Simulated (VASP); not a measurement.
Here is a VASP 6.6.1 calculation.

INCAR

```
SYSTEM = V
PREC = Accurate
ENCUT = 500
EDIFF = 1E-7
ISMEAR = -1
SIGMA = 0.1
LREAL = .False.
LASPH = .True.
NELM = 120
ALGO = Normal
ISIF = 3
LWAVE = .False.
LCHARG = .False.
GGA = PE
IBRION = 2
NSW = 60
EDIFFG = -0.01
GGA_COMPAT = .False.
NELMIN = 4
```

Contents of KPOINTS:

```
Automatic mesh
0
Gamma
  8 8 8
  0 0 0
```

File POSCAR:

```
V
1.0
    0.0000000000      1.9315760000      1.9315760000
    1.9315760000      0.0000000000      1.9315760000
    1.9315760000      1.9315760000      0.0000000000
V
1
Direct
    0.0000000000      0.0000000000      0.0000000000
```

Potentials or basis: VASP PAW PBE potentials, release 64 (V_sv).

Run with:

```console
$ cat potpaw_PBE.64/V_sv/POTCAR > POTCAR
$ mpirun -np 1 vasp_std > vasp.out
```

(1) Predict the relaxed volume.

(2) Estimate the space group after relaxing (to 0.05 Å).

## Answers

(1) 13.97 Å³/atom.

(2) Fm-3m (No. 225).
